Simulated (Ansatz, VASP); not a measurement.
# Two plane-wave programs on In2O3

```xyz
10
Lattice="2.7435 1.5840 4.8367 -2.7435 1.5840 4.8367 0.0000 -3.1679 4.8367" Properties=species:S:1:pos:R:3 pbc="T T T"
In    0.0000    0.0000    5.1934
In    0.0000    0.0000    2.0616
In    0.0000    0.0000    9.3166
In    0.0000    0.0000   12.4484
O    -1.1198    1.5840    8.4642
O    -0.8119   -1.7617    8.4642
O     1.9316    0.1778    8.4642
O     1.1198   -1.5840    6.0458
O     0.8119    1.7617    6.0458
O    -1.9316   -0.1778    6.0458
```

Alike in both runs: functional PBE; k mesh 7 × 7 × 7; occupations fermi-dirac, width 0.02 eV; no spin polarisation.

Ansatz relaxed the structure, and its values are those at the end. VASP's run is a single point on that final structure, the one shown.

|  | VASP | Ansatz |
| --- | --- | --- |
| version | VASP 6.6.1 | Ansatz 0.2.0 |
| potentials or method | VASP PAW PBE potentials, release 64 (In_d, O) | plane-wave PAW, scalar-relativistic |
| plane-wave cutoff (eV) | 520 | 420 |
| valence electrons in the cell | 88 | 88 |

Ansatz gave:

- gap on the k mesh at the Fermi level (eV): 1.29
- pressure (GPa): 8.3
- rms of the force components (eV/Å): 0.005

Task: What did VASP give for the same quantities?

Result: gap on the k mesh at the Fermi level (eV): 1.28; pressure (GPa): 8.8; rms of the force components (eV/Å): 0.012.

Ansatz's warnings: stress scf threshold loose.
